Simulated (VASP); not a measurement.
# Hf (P6/mmm) in VASP: single point with PBE

Aim: the single point of Hf with PBE.

Program: VASP 6.6.1. These are calculated values, not measurements. Logs are shortened: lines on timing, memory, paths and dates and some standing lists are left out, and cuts for length are marked.

**1. The cell of the first run**

The structure is hexagonal, space group P6/mmm (No. 191). The conventional cell has a = 4.993 Å, b = 4.993 Å, c = 3.103 Å, α = 90.00°, β = 90.00°, γ = 120.00°. Hf (site symmetry 6/mmm) has 14 Hf at 3.10 to 3.27 Å within 4.1 Å. Within 3.8 Å of Hf (site symmetry -6m2) lie 11 Hf at 2.88 to 3.27 Å.

This isn't the form of Hf at room conditions, which is hcp.

**2. Single point, PBE (22.33 Å³/atom)**

POSCAR

```
Hf
1.0
    4.9934208615      0.0000000000      0.0000000000
   -2.4967104308      4.3244293178      0.0000000000
    0.0000000000      0.0000000000      3.1029431208
Hf
3
Direct
    0.0000000000      0.0000000000      0.0000000000
    0.3333333333      0.6666666667      0.5000000000
    0.6666666667      0.3333333333      0.5000000000
```

INCAR.step1

```
PREC = Accurate ; ENCUT = 520
EDIFF = 1E-7 ; ISMEAR = -1
SIGMA = 0.08 ; LREAL = False
LASPH = True ; NELM = 60
ALGO = Normal ; ISIF = 2
LWAVE = False ; LCHARG = True
LMAXMIX = 4 ; GGA = PE
NBANDS = 22
```

KPOINTS.step1

```
regular mesh
0
Gamma
  8 8 11
```

INCAR.step2

```
PREC = Accurate ; ENCUT = 520
EDIFF = 1E-7 ; ISMEAR = -5
SIGMA = 0.08 ; LREAL = False
LASPH = True ; NELM = 60
ALGO = Normal ; ISIF = 2
LWAVE = False ; LCHARG = False
LMAXMIX = 4 ; GGA = PE
LORBIT = 11 ; NEDOS = 1001
ICHARG = 11
```

KPOINTS.step2

```
regular mesh
0
Gamma
  12 12 17
```

Potentials or basis: VASP PAW PBE potentials, release 64 (Hf_pv).

Run with:

```sh
> cat potpaw_PBE.64/Hf_pv/POTCAR > POTCAR
> cp INCAR.step1 INCAR
> cp KPOINTS.step1 KPOINTS
> mpirun -np 1 vasp_std > vasp.out
> cp INCAR.step2 INCAR
> cp KPOINTS.step2 KPOINTS
> mpirun -np 1 vasp_std > vasp.out
```

OUTCAR:

```text
PREC = Accurate
   ENCUT = 520
   EDIFF = 1E-7
   ISMEAR = -5
   LREAL = False
   LASPH = True
   NELM = 60
   ISIF = 2
   GGA = PE
   LORBIT = 11
   ICHARG = 11

 ion  position               nearest neighbor table
   1  0.000  0.000  0.000-   2 3.27   3 3.27   2 3.27   3 3.27   2 3.27   2 3.27   3 3.27   3 3.27
                             3 3.27   3 3.27   2 3.27   2 3.27
   2  0.333  0.667  0.500-   3 2.88   3 2.88   3 2.88   1 3.27   1 3.27   1 3.27   1 3.27   1 3.27
                             1 3.27
   3  0.667  0.333  0.500-   2 2.88   2 2.88   2 2.88   1 3.27   1 3.27   1 3.27   1 3.27   1 3.27
                             1 3.27

  LATTYP: Found a hexagonal cell.
 ALAT       =     4.9934208615
 C/A-ratio  =     0.6214062878

  Lattice vectors:

 A1 = (   4.9934208615,   0.0000000000,   0.0000000000)
 A2 = (  -2.4967104308,   4.3244293178,   0.0000000000)
 A3 = (   0.0000000000,   0.0000000000,   3.1029431208)

Analysis of symmetry for initial positions (statically):
=====================================================================
 Subroutine PRICEL returns:
 Original cell was already a primitive cell.

 Routine SETGRP: Setting up the symmetry group for a
 hexagonal supercell.

 Subroutine GETGRP returns: Found 24 space group operations
 (whereof 24 operations were pure point group operations)
 out of a pool of 24 trial point group operations.

The static configuration has the point symmetry D_6h.

Analysis of symmetry for dynamics (positions and initial velocities):
=====================================================================
 Subroutine PRICEL returns:
 Original cell was already a primitive cell.

 Routine SETGRP: Setting up the symmetry group for a
 hexagonal supercell.

 Subroutine GETGRP returns: Found 24 space group operations
 (whereof 24 operations were pure point group operations)
 out of a pool of 24 trial point group operations.

The dynamic configuration has the point symmetry D_6h.

 Subroutine INISYM returns: Found 24 space group operations
 (whereof 24 operations are pure point group operations),
 and found     1 'primitive' translations

----------------------------------------------------------------------------------------

                                     Primitive cell

  volume of cell :      67.0040

  direct lattice vectors                    reciprocal lattice vectors
     4.993420861  0.000000000  0.000000000     0.200263512  0.115622193  0.000000000
    -2.496710431  4.324429318  0.000000000     0.000000000  0.231244385  0.000000000
     0.000000000  0.000000000  3.102943121     0.000000000  0.000000000  0.322274680

  length of vectors
     4.993420861  4.993420861  3.102943121     0.231244385  0.231244385  0.322274680

  position of ions in fractional coordinates (direct lattice)
     0.000000000  0.000000000  0.000000000
     0.333333333  0.666666667  0.500000000
     0.666666667  0.333333333  0.500000000

  ion indices of the primitive-cell ions
   primitive index   ion index
                 1           1
                 2           2
                 3           3

----------------------------------------------------------------------------------------

 KPOINTS: regular mesh

Automatic generation of k-mesh.
 Grid dimensions read from file:
 generate k-points for:   12   12   17

 Generating k-lattice:

  Cartesian coordinates                     Fractional coordinates (reciprocal lattice)
     0.016688626  0.009635183  0.000000000     0.083333333  0.000000000  0.000000000
     0.000000000  0.019270365  0.000000000     0.000000000  0.083333333  0.000000000
     0.000000000  0.000000000  0.018957334     0.000000000  0.000000000  0.058823529

  Length of vectors
     0.019270365  0.019270365  0.018957334

  Shift w.r.t. Gamma in fractional coordinates (k-lattice)
     0.000000000  0.000000000  0.000000000

 TETIRR: Found   2420 inequivalent tetrahedra from    14688

 Subroutine IBZKPT returns following result:
 ===========================================

 Found    171 irreducible k-points:

 Following reciprocal coordinates:
            Coordinates               Weight
  0.000000  0.000000  0.000000      1.000000
  0.083333 -0.000000  0.000000      6.000000
  0.166667 -0.000000  0.000000      6.000000
  0.250000 -0.000000  0.000000      6.000000
  0.333333 -0.000000  0.000000      6.000000
  0.416667 -0.000000  0.000000      6.000000
[... 16 lines left out ...]
  0.250000 -0.000000  0.058824     12.000000
  0.333333 -0.000000  0.058824     12.000000
 [... further k-points ...]
   k-points           NKPTS =    171   k-points in BZ     NKDIM =    171   number of bands    NBANDS=     19
   number of dos      NEDOS =   1001   number of ions     NIONS =      3
   total plane-waves  NPLWV =  38400
   dimension x,y,z NGX =    40 NGY =   40 NGZ =   24
   dimension x,y,z NGXF=    80 NGYF=   80 NGZF=   48
   ions per type =               3
   NGX,Y,Z   is equivalent  to a cutoff of  13.32, 13.32, 12.86 a.u.
   NGXF,Y,Z  is equivalent  to a cutoff of  26.63, 26.63, 25.72 a.u.
 SYSTEM =  unknown system
   PREC   = accura    normal or accurate (medium, high low for compatibility)
   ISTART =      0    job   : 0-new  1-cont  2-samecut
   ICHARG =     11    charge: 1-file 2-atom 10-const
   ISPIN  =      1    spin polarized calculation?
   LNONCOLLINEAR =      F non collinear calculations
   LSORBIT =      F    spin-orbit coupling
   LASPH  =      T    aspherical Exc in radial PAW
   ENCUT  =  520.0 eV  38.22 Ry    6.18 a.u.   9.28  9.28  5.77*2*pi/ulx,y,z
   NELM   =     60;   NELMIN=  2; NELMDL=  0     # of ELM steps
   EDIFF  = 0.1E-06   stopping-criterion for ELM
   LREAL  =      F    real-space projection
   EDIFFG = 0.1E-05   stopping-criterion for IOM
   NSW    =      0    number of steps for IOM
   IBRION =     -1    ionic relax: 0-MD 1-quasi-New 2-CG
   NFREE  =      0    steps in history (QN), initial steepest desc. (CG)
   ISIF   =      2    stress and relaxation
   ISYM   =      2    0-nonsym 1-usesym 2-fastsym
   POTIM  = 0.5000    time-step for ionic-motion
   TEBEG  =    0.0;   TEEND  =   0.0 temperature during run
   PSTRESS=    0.0 pullay stress
   NELECT =      30.0000    total number of electrons
   NUPDOWN=      -1.0000    fix difference up-down
   EMIN   =  10.00;   EMAX   =-10.00  energy-range for DOS
   EFERMI =   0.00;   METHOD = LEGACY
   ISMEAR =    -5;   SIGMA  =   0.08  broadening in eV -4-tet -1-fermi 0-gaus
   EFERMI_NEDOS =   21; number of points for ismear=-14 and -15
   IALGO  =     38    algorithm
   IMIX   =      4    mixing-type and parameters
     AMIX     =   0.40;   BMIX     =  1.00
     AMIX_MAG =   1.60;   BMIX_MAG =  1.00
  volume/ion in A,a.u.               =      22.33       150.72
  Fermi-wavevector in a.u.,A,eV,Ry     =   1.252415  2.366721 21.341333  1.568544
  Thomas-Fermi vector in A             =   2.386317
   LORBIT       =     11    0 simple, 1 ext, 2 COOP (PROOUT), +10 PAW based schemes
   GGA     = PE    functional components
   LHFCALC =     F    Hartree Fock is set to
   AEXX    =    0.0000 exact exchange contribution
   IVDW    =     0    specifies the selected vdW correction
   LEPSILON=     F    determine dielectric tensor
   LRPA    =     F    only Hartree local field effects (RPA)
 non-spin polarized calculation
 Fermi weights with tetrahedron method with Bloechl corrections
  energy-cutoff  :      520.00
  volume of cell :       67.00
 maximum number of plane-waves:      1836
 NGX is ok and might be reduce to    40

 number of electron      30.0000003 magnetization

 Free energy of the ion-electron system (eV)
  ---------------------------------------------------
  ext. energy  EPLUGINS =         0.00000000
  ---------------------------------------------------
  free energy    TOTEN  =       -29.64303111 eV

  energy without entropy =      -29.64303111  energy(sigma->0) =      -29.64303111

 E-fermi :   4.7369     XC(G=0): -11.2897

 val. band max:        4.7774592600   @ k =   0.3333   0.1667   0.0588
 cond. band min:       4.6640165654   @ k =   0.0000   0.0000   0.1176
 fundamental gap:     -0.1134426945
 Fermi energy:         4.7368559930

 k-point     1 :       0.0000    0.0000    0.0000
  band No.  band energies     occupation
      1     -25.9929      2.00000
      2     -25.9928      2.00000
      3     -25.9264      2.00000
      4     -25.9264      2.00000
      5     -25.5946      2.00000
      6     -25.3588      2.00000
[... 11 lines left out ...]
     18       6.8662      0.00000
     19       6.8663      0.00000

 k-point     2 :       0.0833   -0.0000    0.0000
  band No.  band energies     occupation
      1     -26.0313      2.00000
      2     -26.0247      2.00000
      3     -25.8872      2.00000
      4     -25.8785      2.00000
      5     -25.5919      2.00000
      6     -25.3594      2.00000
[... 11 lines left out ...]
     18       6.7631      0.00000
     19       6.9465      0.00000

 k-point     3 :       0.1667   -0.0000    0.0000
  band No.  band energies     occupation
      1     -26.0862      2.00000
      2     -26.0536      2.00000
      3     -25.8302      2.00000
      4     -25.8058      2.00000
      5     -25.5845      2.00000
      6     -25.3607      2.00000
[... 11 lines left out ...]
     18       6.4725      0.00000
     19       6.9503      0.00000

 k-point     4 :       0.2500   -0.0000    0.0000
  band No.  band energies     occupation
      1     -26.1349      2.00000
      2     -26.0558      2.00000
      3     -25.7785      2.00000
      4     -25.7458      2.00000
      5     -25.5739      2.00000
      6     -25.3618      2.00000
[... 11 lines left out ...]
     18       6.0747      0.00000
     19       6.6716      0.00000

 k-point     5 :       0.3333   -0.0000    0.0000
  band No.  band energies     occupation
      1     -26.1723      2.00000
      2     -26.0306      2.00000
      3     -25.7380      2.00000
      4     -25.7239      2.00000
      5     -25.5629      2.00000
      6     -25.3819      2.00000
[... 11 lines left out ...]
     18       5.7600      0.00000
     19       6.4832      0.00000
[... 334 lines left out ...]
      2     -26.0208      2.00000
      3     -25.8855      2.00000
      4     -25.8769      2.00000
      5     -25.6083      2.00000
      6     -25.3797      2.00000
[... 11 lines left out ...]
     18       6.7086      0.00000
     19       6.8588      0.00000

 k-point    22 :       0.1667   -0.0000    0.0588
  band No.  band energies     occupation
      1     -26.0815      2.00000
      2     -26.0496      2.00000
      3     -25.8295      2.00000
      4     -25.8054      2.00000
      5     -25.6013      2.00000
      6     -25.3815      2.00000
[... 11 lines left out ...]
     18       6.4580      0.00000
     19       6.9506      0.00000

 k-point    23 :       0.2500   -0.0000    0.0588
  band No.  band energies     occupation
      1     -26.1295      2.00000
      2     -26.0523      2.00000
      3     -25.7789      2.00000
      4     -25.7470      2.00000
      5     -25.5913      2.00000
      6     -25.3833      2.00000
[... 11 lines left out ...]
     18       6.0877      0.00000
     19       6.6396      0.00000

 k-point    24 :       0.3333   -0.0000    0.0588
  band No.  band energies     occupation
      1     -26.1666      2.00000
      2     -26.0281      2.00000
      3     -25.7394      2.00000
      4     -25.7273      2.00000
      5     -25.5793      2.00000
      6     -25.3863      2.00000
[... 11 lines left out ...]
     18       5.7627      0.00000
     19       6.4631      0.00000

 [... further k-points ...]

------------------------ aborting loop because EDIFF is reached ----------------------------------------

  FORCE on cell =-STRESS in cart. coord.  units (eV):
  Direction    XX          YY          ZZ          XY          YZ          ZX
  --------------------------------------------------------------------------------------
  -------------------------------------------------------------------------------------
  Total       -0.1755715     -0.1755715     -0.3992590      0.0000000     -0.0000000      0.0000000
  in kB       -4.1982067     -4.1982067     -9.5469467      0.0000000     -0.0000000      0.0000000
  external PRESSURE =      -5.9811201 kB  Pullay stress =       0.0000000 kB

 VOLUME and BASIS-vectors are now :
 -----------------------------------------------------------------------------
  energy-cutoff  :      520.00
  volume of cell :       67.00
      direct lattice vectors                 reciprocal lattice vectors
     4.993420861  0.000000000  0.000000000     0.200263512  0.115622193  0.000000000
    -2.496710431  4.324429318  0.000000000     0.000000000  0.231244385  0.000000000
     0.000000000  0.000000000  3.102943121     0.000000000  0.000000000  0.322274680

 POSITION                                       TOTAL-FORCE (eV/Angst)
 -----------------------------------------------------------------------------------
      0.00000      0.00000      0.00000        -0.000000      0.000000      0.000000
     -0.00000      2.88295      1.55147         0.000000      0.000000      0.000000
      2.49671      1.44148      1.55147        -0.000000      0.000000     -0.000000
 -----------------------------------------------------------------------------------
    total drift:                                0.000000     -0.000000      0.000000

  FREE ENERGIE OF THE ION-ELECTRON SYSTEM (eV)
  ---------------------------------------------------
  free  energy   TOTEN  =       -29.6430311127 eV

  energy  without entropy=      -29.6430311127  energy(sigma->0) =      -29.64303111

 total charge

# of ion       s       p       d       tot
------------------------------------------
    1        0.375   6.431   1.416   8.223
    2        0.390   6.355   1.647   8.392
    3        0.390   6.355   1.647   8.392
--------------------------------------------------
tot          1.156  19.140   4.711  25.007
```

Run time: 4.5 min. Hardware: 1 thread of Intel Xeon 8259CL, shared host; peak memory 0.31 GiB.

What came out:

* Valence electrons inside the program's atomic spheres: Hf 8.22, 8.39 (each value once)

Levels at points of the mesh, in eV from the Fermi level:
| k point | band 11 | band 12 | band 13 | band 14 | band 15 | band 16 | band 17 | band 18 | band 19 |
| --- | --- | --- | --- | --- | --- | --- | --- | --- | --- |
| (0.00, 0.00, 0.00) | -2.45 | -0.64 | -0.64 | -0.62 | -0.61 | -0.61 | 1.11 | 2.13 | 2.13 |
| (0.50, 0.00, 0.00) | -4.49 | -3.49 | -0.43 | -0.38 | -0.33 | 0.21 | 0.87 | 1.01 | 1.59 |

Caveat: spin-orbit coupling is left out, which moves the levels of the heavy elements; tetrahedron occupations give inexact forces and stress in metals.
